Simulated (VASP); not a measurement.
Here is a VASP 6.6.1 calculation.

The input INCAR:

```
PREC = Accurate
ENCUT = 600
EDIFF = 1E-6
ISMEAR = 0
SIGMA = 0.1
LREAL = False
LASPH = True
NELM = 60
ALGO = Normal
ISIF = 3
LWAVE = False
LCHARG = False
GGA = PS
IBRION = 2
NSW = 90
EDIFFG = -0.04
```

Contents of KPOINTS:

```
regular mesh
0
Gamma
  6 6 4
```

POSCAR

```
P
1.0
    4.2791653088      0.0000000000      0.0000000000
   -2.1395826544      3.7058658645      0.0000000000
    0.0000000000      0.0000000000      7.0606227596
P
4
Direct
    0.3333333333      0.6666666667      0.4375000000
    0.6666666667      0.3333333333      0.9375000000
    0.6666666667      0.3333333333      0.5625000000
    0.3333333333      0.6666666667      0.0625000000
```

Potentials or basis: VASP PAW PBE potentials, release 64 (P).

Launch:

```console
$ cat potpaw_PBE.64/P/POTCAR > POTCAR
$ mpirun -np 1 vasp_std > vasp.out
```

**Question.** Predict the space group after relaxing (to 0.1 Å).

**Answer.** P6/mmm (No. 191).

**Question.** What does it give for the relaxed volume?

**Answer.** 16.50 Å³/atom.

**Question.** Predict the relaxed cell.

**Answer.** a = 4.025 Å, b = 4.025 Å, c = 4.704 Å, α = 90.00°, β = 90.00°, γ = 120.00°.

Forces in eV/Å, atoms in the order of the input:
```
P    0.000  0.000  0.034
P    0.000  0.000  0.034
P    0.000  0.000 -0.034
P    0.000  0.000 -0.034
```

Caveat: the volume moved by over 15 % at a fixed basis, so the end points are rough; the highest band is partly filled, so the run has too few bands; the PAW data sets were made with another functional, which shifts forces and pressure a little.
